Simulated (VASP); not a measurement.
Here is a VASP 6.6.1 calculation.

The input INCAR:

```
SYSTEM = CsNiN
PREC     = Accurate       ! precision mode
ENCUT    = 520            ! plane-wave cutoff, eV
EDIFF    = 1E-6           ! SCF threshold, eV
ISMEAR   = -1             ! smearing method
SIGMA    = 0.05           ! smearing width, eV
LREAL    = .False.        ! projectors in reciprocal space
LASPH    = .True.         ! aspherical terms in the spheres
NELM     = 150            ! most SCF steps
ALGO     = Normal         ! electronic algorithm
ISIF     = 2              ! what is computed and relaxed
LWAVE    = .False.        ! write WAVECAR
LCHARG   = .False.        ! write CHGCAR
ISPIN    = 2              ! spin polarisation
MAGMOM   = 0 1 0          ! initial moments
LORBIT   = 11             ! projections on sites
LMAXMIX  = 4              ! l up to which the mixer works
GGA      = PE             ! functional
NBANDS   = 23             ! bands
```

KPOINTS

```
regular mesh
0
Gamma
  6 6 8
  0 0 0
```

File POSCAR:

```
CsNiN
1.0
    5.4621329190      0.0000000000      0.0000000000
   -2.7310664596      4.7303458667      0.0000000000
    0.0000000000      0.0000000000      3.4000748438
Cs Ni N
1 1 1
Direct
    0.6666666667      0.3333333333      0.5000000000
    0.3333333333      0.6666666667      0.0000000000
    0.3333333333      0.6666666667      0.5000000000
```

Potentials or basis: VASP PAW PBE potentials, release 64 (Cs_sv, Ni, N).

Run with:

```sh
$ cat potpaw_PBE.64/Cs_sv/POTCAR potpaw_PBE.64/Ni/POTCAR potpaw_PBE.64/N/POTCAR > POTCAR
$ mpirun -np 1 vasp_std > vasp.out
```

Q: Predict the pressure.

A: 2.1 GPa.

Q: Predict the site moments.

A: Cs +0.01; Ni +0.21; N +0.09 μB.

Q: Estimate the net moment.

A: 0.37 μB per cell.

Stress tensor (GPa, compression positive):
```
0.75 0.00 0.00
0.00 0.75 0.00
0.00 0.00 4.72
```
